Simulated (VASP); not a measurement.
Si, 2 atoms in the cell. It takes space group P6_3/mmc (No. 194, hexagonal). Conventional cell: a = 2.635 Å, b = 2.635 Å, c = 4.269 Å, α = 90.00°, β = 90.00°, γ = 120.00°. Within 3.5 Å of Si (site symmetry -6m2) lie 12 Si at 2.62 to 2.64 Å. This isn't the form of Si at room conditions, which is diamond.

* Program: VASP 6.6.1
* Task: relaxation of cell and atoms
* Functional: PBE
* Potentials or basis: VASP PAW PBE potentials, release 64 (Si)
* Cutoff: 600 eV
* k mesh: 16 × 16 × 9
* Occupations: fermi-dirac, width 0.08 eV
* Spin: no spin polarisation
* Target pressure: 13 GPa
* Dipole correction: no
* Further INCAR settings: ALGO = Normal; EDIFF = 1e-06; IBRION = 2; EDIFFG = -0.005; NSW = 60; ISIF = 3

Potentials or basis: VASP PAW PBE potentials, release 64 (Si).

Launch:

```bash
$ cat potpaw_PBE.64/Si/POTCAR > POTCAR
$ mpirun -np 1 vasp_std > vasp.out
```

Hardware: 1 thread of Intel Xeon 8259CL, with other jobs on the host.

Q: How long does it take, and how much memory?

A: Wall time 2.2 min on 1 thread of Intel Xeon 8259CL, with other jobs on the host, peak memory 0.17 GiB. Counts: scf iterations 35, k points 150, ion steps 7.
